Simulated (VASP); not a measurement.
## Au: single point with r2SCAN

The system is Au.

```xyz
2
Lattice="2.9397 0.0000 0.0000 -1.4699 2.5459 0.0000 0.0000 0.0000 4.7490" Properties=species:S:1:pos:R:3 pbc="T T T"
Au    0.0000    1.6973    3.5617
Au    1.4699    0.8486    1.1872
```

This cell differs from its parent crystal: ratio of the length along z to the lengths across it x 0.96, volume and fractional coordinates fixed.

* Program: VASP 6.6.1
* Task: single point
* Functional: r2SCAN
* Potentials or basis: VASP PAW PBE potentials, release 64 (Au)
* Cutoff: 520 eV
* k mesh: 24 × 24 × 12
* Occupations: gaussian, width 0.15 eV
* Spin: no spin polarisation
* Dipole correction: no
* Further INCAR settings: ALGO = Normal; EDIFF = 1e-06; NBANDS = 18

- Pressure: -1.3 GPa
- Band gap on the k mesh: zero (band 11 reaches 12.84 eV, above the bottom of band 12 at 5.84 eV)

Stress tensor (GPa, compression positive):
```
-2.22  0.00  0.00
 0.00 -2.22  0.00
 0.00  0.00  0.52
```

Levels at points of the mesh, in eV from the Fermi level:
```csv
k point,band 9,band 10,band 11,band 12,band 13,band 14
"(0.00, 0.00, 0.00)",-3.85,-2.35,-2.35,-0.51,3.06,15.23
"(0.50, 0.00, 0.00)",-2.03,-1.96,0.29,1.31,6.24,7.62
"(0.00, 0.00, 0.50)",-2.80,-2.80,-2.80,-2.80,11.75,11.75
"(0.50, 0.00, 0.50)",-2.05,-2.05,0.63,0.63,3.82,3.82
```

It took 17 min on 1 thread of Oxide Virtual Turin-like Processor (shared host), peak memory 0.31 GiB.

Caveat: the PAW data sets were made with another functional, which shifts forces and pressure a little; spin-orbit coupling is left out, which moves the levels of the heavy elements.
